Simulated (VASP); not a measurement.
# MgO (Fm-3m) in VASP: notebook

The runs below take MgO through single point, relaxation of cell and atoms, with PBE+D3(BJ).

Everything below comes from runs of VASP 6.6.1. Logs are shortened: lines on timing, memory, paths and dates and some standing lists are left out, and cuts for length are marked.

## Step 1: The cell of the first run

Symmetry: Fm-3m, No. 225, cubic system. The conventional cell has a = 4.172 Å, b = 4.172 Å, c = 4.172 Å, α = 90.00°, β = 90.00°, γ = 90.00°. Within 2.8 Å of Mg (site symmetry m-3m) lie 6 O at 2.09 Å. O (site symmetry m-3m) has 6 Mg at 2.09 Å within 2.8 Å.

## Step 2: Single point, PBE+D3(BJ)

INCAR reads:

```
ALGO = Normal
EDIFF = 1E-6
ENCUT = 600
GGA = PE
GGA_COMPAT = False
ISIF = 2
ISMEAR = 0
IVDW = 12
LASPH = True
LCHARG = False
LREAL = False
LWAVE = False
NBANDS = 11
NELM = 120
PREC = Accurate
SIGMA = 0.02
```

KPOINTS reads:

```
k-points
0
Gamma
  10 10 10
```

POSCAR reads:

```
MgO
1.0
    0.0000000000      2.0859739528      2.0859739528
    2.0859739528      0.0000000000      2.0859739528
    2.0859739528      2.0859739528      0.0000000000
Mg O
1 1
Direct
    0.0000000000      0.0000000000      0.0000000000
    0.5000000000      0.5000000000      0.5000000000
```

Potentials or basis: VASP PAW PBE potentials, release 64 (Mg, O).

The run is started by

```bash
cat potpaw_PBE.64/Mg/POTCAR potpaw_PBE.64/O/POTCAR > POTCAR
mpirun -np 1 vasp_std > vasp.out
```

OUTCAR:

```text
EDIFF = 1E-6
   ENCUT = 600
   GGA = PE
   ISIF = 2
   ISMEAR = 0
   IVDW = 12
   LASPH = True
   LREAL = False
   NELM = 120
   PREC = Accurate
 IVDW          = 12

 ion  position               nearest neighbor table
   1  0.000  0.000  0.000-   2 2.09   2 2.09   2 2.09   2 2.09   2 2.09   2 2.09
   2  0.500  0.500  0.500-   1 2.09   1 2.09   1 2.09   1 2.09   1 2.09   1 2.09

  LATTYP: Found a face centered cubic cell.
 ALAT       =     4.1719479056

  Lattice vectors:

 A1 = (   0.0000000000,   2.0859739528,   2.0859739528)
 A2 = (   2.0859739528,   0.0000000000,   2.0859739528)
 A3 = (   2.0859739528,   2.0859739528,   0.0000000000)

Analysis of symmetry for initial positions (statically):
=====================================================================
 Subroutine PRICEL returns:
 Original cell was already a primitive cell.

 Routine SETGRP: Setting up the symmetry group for a
 face centered cubic supercell.

 Subroutine GETGRP returns: Found 48 space group operations
 (whereof 48 operations were pure point group operations)
 out of a pool of 48 trial point group operations.

The static configuration has the point symmetry O_h .

Analysis of symmetry for dynamics (positions and initial velocities):
=====================================================================
 Subroutine PRICEL returns:
 Original cell was already a primitive cell.

 Routine SETGRP: Setting up the symmetry group for a
 face centered cubic supercell.

 Subroutine GETGRP returns: Found 48 space group operations
 (whereof 48 operations were pure point group operations)
 out of a pool of 48 trial point group operations.

The dynamic configuration has the point symmetry O_h .

 Subroutine INISYM returns: Found 48 space group operations
 (whereof 48 operations are pure point group operations),
 and found     1 'primitive' translations

----------------------------------------------------------------------------------------

                                     Primitive cell

  volume of cell :      18.1533

  direct lattice vectors                    reciprocal lattice vectors
     0.000000000  2.085973953  2.085973953    -0.239696186  0.239696186  0.239696186
     2.085973953  0.000000000  2.085973953     0.239696186 -0.239696186  0.239696186
     2.085973953  2.085973953  0.000000000     0.239696186  0.239696186 -0.239696186

  length of vectors
     2.950012655  2.950012655  2.950012655     0.415165972  0.415165972  0.415165972

  position of ions in fractional coordinates (direct lattice)
     0.000000000  0.000000000  0.000000000
     0.500000000  0.500000000  0.500000000

  ion indices of the primitive-cell ions
   primitive index   ion index
                 1           1
                 2           2

----------------------------------------------------------------------------------------

 KPOINTS: k-points

Automatic generation of k-mesh.
 Grid dimensions read from file:
 generate k-points for:   10   10   10

 Generating k-lattice:

  Cartesian coordinates                     Fractional coordinates (reciprocal lattice)
    -0.023969619  0.023969619  0.023969619     0.100000000  0.000000000  0.000000000
     0.023969619 -0.023969619  0.023969619     0.000000000  0.100000000  0.000000000
     0.023969619  0.023969619 -0.023969619     0.000000000  0.000000000  0.100000000

  Length of vectors
     0.041516597  0.041516597  0.041516597

  Shift w.r.t. Gamma in fractional coordinates (k-lattice)
     0.000000000  0.000000000  0.000000000

 Subroutine IBZKPT returns following result:
 ===========================================

 Found     47 irreducible k-points:

 Following reciprocal coordinates:
            Coordinates               Weight
  0.000000  0.000000  0.000000      1.000000
  0.100000  0.000000  0.000000      8.000000
  0.200000  0.000000  0.000000      8.000000
  0.300000  0.000000  0.000000      8.000000
  0.400000  0.000000  0.000000      8.000000
  0.500000  0.000000  0.000000      4.000000
[... 16 lines left out ...]
  0.300000  0.300000  0.000000      6.000000
  0.400000  0.300000  0.000000     24.000000
 [... further k-points ...]
   k-points           NKPTS =     47   k-points in BZ     NKDIM =     47   number of bands    NBANDS=     11
   number of dos      NEDOS =    301   number of ions     NIONS =      2
   total plane-waves  NPLWV =  13824
   dimension x,y,z NGX =    24 NGY =   24 NGZ =   24
   dimension x,y,z NGXF=    48 NGYF=   48 NGZF=   48
   ions per type =               1   1
   NGX,Y,Z   is equivalent  to a cutoff of  13.53, 13.53, 13.53 a.u.
   NGXF,Y,Z  is equivalent  to a cutoff of  27.05, 27.05, 27.05 a.u.
 SYSTEM =  unknown system
   PREC   = accura    normal or accurate (medium, high low for compatibility)
   ISTART =      0    job   : 0-new  1-cont  2-samecut
   ICHARG =      2    charge: 1-file 2-atom 10-const
   ISPIN  =      1    spin polarized calculation?
   LNONCOLLINEAR =      F non collinear calculations
   LSORBIT =      F    spin-orbit coupling
   LASPH  =      T    aspherical Exc in radial PAW
   ENCUT  =  600.0 eV  44.10 Ry    6.64 a.u.   5.89  5.89  5.89*2*pi/ulx,y,z
   NELM   =    120;   NELMIN=  2; NELMDL= -5     # of ELM steps
   EDIFF  = 0.1E-05   stopping-criterion for ELM
   LREAL  =      F    real-space projection
   EDIFFG = 0.1E-04   stopping-criterion for IOM
   NSW    =      0    number of steps for IOM
   IBRION =     -1    ionic relax: 0-MD 1-quasi-New 2-CG
   NFREE  =      0    steps in history (QN), initial steepest desc. (CG)
   ISIF   =      2    stress and relaxation
   ISYM   =      2    0-nonsym 1-usesym 2-fastsym
   POTIM  = 0.5000    time-step for ionic-motion
   TEBEG  =    0.0;   TEEND  =   0.0 temperature during run
   PSTRESS=    0.0 pullay stress
   NELECT =       8.0000    total number of electrons
   NUPDOWN=      -1.0000    fix difference up-down
   EMIN   =  10.00;   EMAX   =-10.00  energy-range for DOS
   EFERMI =   0.00;   METHOD = LEGACY
   ISMEAR =     0;   SIGMA  =   0.02  broadening in eV -4-tet -1-fermi 0-gaus
   EFERMI_NEDOS =   21; number of points for ismear=-14 and -15
   IALGO  =     38    algorithm
   IMIX   =      4    mixing-type and parameters
     AMIX     =   0.40;   BMIX     =  1.00
     AMIX_MAG =   1.60;   BMIX_MAG =  1.00
  volume/ion in A,a.u.               =       9.08        61.25
  Fermi-wavevector in a.u.,A,eV,Ry     =   1.245812  2.354244 21.116899  1.552048
  Thomas-Fermi vector in A             =   2.380018
   LORBIT       =      0    0 simple, 1 ext, 2 COOP (PROOUT), +10 PAW based schemes
   GGA     = PE    functional components
   LHFCALC =     F    Hartree Fock is set to
   AEXX    =    0.0000 exact exchange contribution
   IVDW    =    12    specifies the selected vdW correction
   LEPSILON=     F    determine dielectric tensor
   LRPA    =     F    only Hartree local field effects (RPA)
 non-spin polarized calculation
 Gauss-broadening in eV      SIGMA  =   0.02
  energy-cutoff  :      600.00
  volume of cell :       18.15
 maximum number of plane-waves:       620
   NGX = 11   NGY = 11   NGZ = 11

 number of electron       8.0000002 magnetization

 Free energy of the ion-electron system (eV)
  ---------------------------------------------------
  ext. energy  EPLUGINS =         0.00000000
  ---------------------------------------------------
  free energy    TOTEN  =       -11.88708775 eV

  energy without entropy =      -11.88708775  energy(sigma->0) =      -11.88708775

 E-fermi :   3.6005     XC(G=0): -11.2151

 val. band max:        3.4036661755   @ k =   0.0000   0.0000   0.0000
 cond. band min:       8.4161934297   @ k =   0.0000   0.0000   0.0000
 fundamental gap:      5.0125272542
 Fermi energy:         3.6004741291

 k-point     1 :       0.0000    0.0000    0.0000
  band No.  band energies     occupation
      1     -14.0085      2.00000
      2       3.4037      2.00000
      3       3.4037      2.00000
      4       3.4037      2.00000
      5       8.4162      0.00000
      6      19.3686      0.00000
      7      19.3686      0.00000
      8      19.3686      0.00000
      9      23.3606      0.00000
     10      25.1698      0.00000
     11      25.1698      0.00000

 k-point     2 :       0.1000    0.0000    0.0000
  band No.  band energies     occupation
      1     -13.8975      2.00000
      2       2.7468      2.00000
      3       3.3327      2.00000
      4       3.3327      2.00000
      5       9.0414      0.00000
      6      18.1107      0.00000
      7      19.6197      0.00000
      8      19.6197      0.00000
      9      24.4827      0.00000
     10      24.4827      0.00000
     11      25.0717      0.00000

 k-point     3 :       0.2000    0.0000    0.0000
  band No.  band energies     occupation
      1     -13.5918      2.00000
      2       1.3974      2.00000
      3       3.1530      2.00000
      4       3.1530      2.00000
      5      10.2337      0.00000
      6      16.6066      0.00000
      7      20.1405      0.00000
      8      20.1405      0.00000
      9      23.8015      0.00000
     10      23.8015      0.00000
     11      26.1358      0.00000

 k-point     4 :       0.3000    0.0000    0.0000
  band No.  band energies     occupation
      1     -13.1776      2.00000
      2       0.0342      2.00000
      3       2.9417      2.00000
      4       2.9417      2.00000
      5      11.1410      0.00000
      6      15.9754      0.00000
      7      20.3096      0.00000
      8      20.3096      0.00000
      9      24.2411      0.00000
     10      24.2411      0.00000
     11      25.5293      0.00000

 k-point     5 :       0.4000    0.0000    0.0000
  band No.  band energies     occupation
      1     -12.8048      2.00000
      2      -0.9675      2.00000
      3       2.7787      2.00000
      4       2.7787      2.00000
      5      11.4535      0.00000
      6      16.1406      0.00000
      7      20.1217      0.00000
      8      20.1217      0.00000
      9      24.9486      0.00000
     10      25.5191      0.00000
     11      25.5191      0.00000
[... 211 lines left out ...]
 k-point    21 :      -0.3000    0.2000    0.0000
  band No.  band energies     occupation
      1     -12.7231      2.00000
      2      -0.3607      2.00000
      3       1.5378      2.00000
      4       2.7195      2.00000
      5      12.9231      0.00000
      6      15.5483      0.00000
      7      17.9320      0.00000
      8      21.0845      0.00000
      9      23.9453      0.00000
     10      24.8562      0.00000
     11      28.9856      0.00000

 k-point    22 :      -0.2000    0.2000    0.0000
  band No.  band energies     occupation
      1     -13.0550      2.00000
      2       0.2376      2.00000
      3       2.0222      2.00000
      4       2.9360      2.00000
      5      12.1333      0.00000
      6      15.4691      0.00000
      7      18.8454      0.00000
      8      21.5519      0.00000
      9      22.0989      0.00000
     10      25.1118      0.00000
     11      28.7563      0.00000

 k-point    23 :       0.3000    0.3000    0.0000
  band No.  band energies     occupation
      1     -12.9661      2.00000
      2       0.1763      2.00000
      3       2.4372      2.00000
      4       2.4372      2.00000
      5      12.5649      0.00000
      6      13.8977      0.00000
      7      18.1563      0.00000
      8      21.6939      0.00000
      9      21.6939      0.00000
     10      27.8758      0.00000
     11      31.3804      0.00000

 k-point    24 :       0.4000    0.3000    0.0000
  band No.  band energies     occupation
      1     -12.7046      2.00000
      2      -0.2656      2.00000
      3       2.0593      2.00000
      4       2.2851      2.00000
      5      13.2383      0.00000
      6      13.7046      0.00000
      7      17.3174      0.00000
      8      21.9649      0.00000
      9      22.1765      0.00000
     10      28.6491      0.00000
     11      30.9662      0.00000

 [... further k-points ...]

------------------------ aborting loop because EDIFF is reached ----------------------------------------

 Edisp (eV)   -0.60382

 E8    (eV) :    -0.2365

  FORCE on cell =-STRESS in cart. coord.  units (eV):
  Direction    XX          YY          ZZ          XY          YZ          ZX
  --------------------------------------------------------------------------------------
  -------------------------------------------------------------------------------------
  Total       0.37529     0.37529     0.37529     0.00000     0.00000    -0.00000
  in kB      33.12190    33.12190    33.12190     0.00000     0.00000    -0.00000
  external pressure =       33.12 kB  Pullay stress =        0.00 kB

 VOLUME and BASIS-vectors are now :
 -----------------------------------------------------------------------------
  energy-cutoff  :      600.00
  volume of cell :       18.15
      direct lattice vectors                 reciprocal lattice vectors
     0.000000000  2.085973953  2.085973953    -0.239696186  0.239696186  0.239696186
     2.085973953  0.000000000  2.085973953     0.239696186 -0.239696186  0.239696186
     2.085973953  2.085973953  0.000000000     0.239696186  0.239696186 -0.239696186

 POSITION                                       TOTAL-FORCE (eV/Angst)
 -----------------------------------------------------------------------------------
      0.00000      0.00000      0.00000         0.000000      0.000000      0.000000
      2.08597      2.08597      2.08597        -0.000000     -0.000000      0.000000
 -----------------------------------------------------------------------------------
    total drift:                               -0.000000     -0.000000      0.000000

  FREE ENERGIE OF THE ION-ELECTRON SYSTEM (eV)
  ---------------------------------------------------
  free  energy   TOTEN  =       -12.4909113044 eV

  energy  without entropy=      -12.4909113044  energy(sigma->0) =      -12.49091130
```

It took 10 s on 1 thread of Intel Xeon Platinum 8488C (Sapphire Rapids), shared host; peak memory 0.15 GiB.

What came out:

| Item | Value |
| --- | --- |
| Free energy | -12.4909 eV |
| Pressure | 3.3 GPa |
| Band gap on the k mesh | 5.01 eV |
| Dispersion energy per atom | -0.302 eV |

Levels at points of the mesh, in eV from the valence-band top:
| k point | band 1 | band 2 | band 3 | band 4 | band 5 | band 6 | band 7 | band 8 | band 9 |
| --- | --- | --- | --- | --- | --- | --- | --- | --- | --- |
| (0.00, 0.00, 0.00) | -17.41 | 0.00 | 0.00 | 0.00 | 5.01 | 15.96 | 15.96 | 15.96 | 19.96 |
| (0.50, 0.00, 0.00) | -16.05 | -4.74 | -0.69 | -0.69 | 8.08 | 12.94 | 16.61 | 16.61 | 21.33 |
| (0.50, 0.50, 0.00) | -15.79 | -4.20 | -1.39 | -1.39 | 9.15 | 10.29 | 13.41 | 19.42 | 19.42 |

Caveat: the cell stands under pressure.

(Part 1 of 2 ends here.)
